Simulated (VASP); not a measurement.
ScTe2:

```
CELL_PARAMETERS angstrom
0.00000 3.56277 3.56277
3.56277 0.00000 3.56277
3.56277 3.56277 0.00000
ATOMIC_POSITIONS crystal
Sc 0.00000 0.00000 0.00000
Te 0.25000 0.25000 0.25000
Te 0.75000 0.75000 0.75000
```

Base run:

```yaml
Program: VASP 6.6.1
Functional: PBE
Potentials_or_basis: VASP PAW PBE potentials, release 64 (Sc_sv, Te)
Cutoff: 520 eV
k_mesh: 8 × 8 × 8
Occupations: gaussian, width 0.05 eV
Spin: no spin polarisation
```

Its results: band gap on the k mesh zero (an odd number of electrons rules out a gap without spin polarisation); pressure 0.0 GPa.

After a change of settings the same cell gave: band gap on the k mesh zero (an odd number of electrons rules out a gap without spin polarisation); pressure -2.3 GPa. Which change was it?
A. functional from PBE to LDA; potentials or basis from VASP PAW PBE potentials, release 64 (Sc_sv, Te) to VASP PAW LDA potentials, release 64 (Sc_sv, Te)
B. functional from PBE to PBEsol
C. functional from PBE to r2SCAN

B.

PBEsol binds more tightly than PBE, so the same cell stands under less pressure.

Caveats: spin-orbit coupling is left out, which moves the levels of the heavy elements; the PAW data sets were made with another functional, which shifts forces and pressure a little (at least some runs).
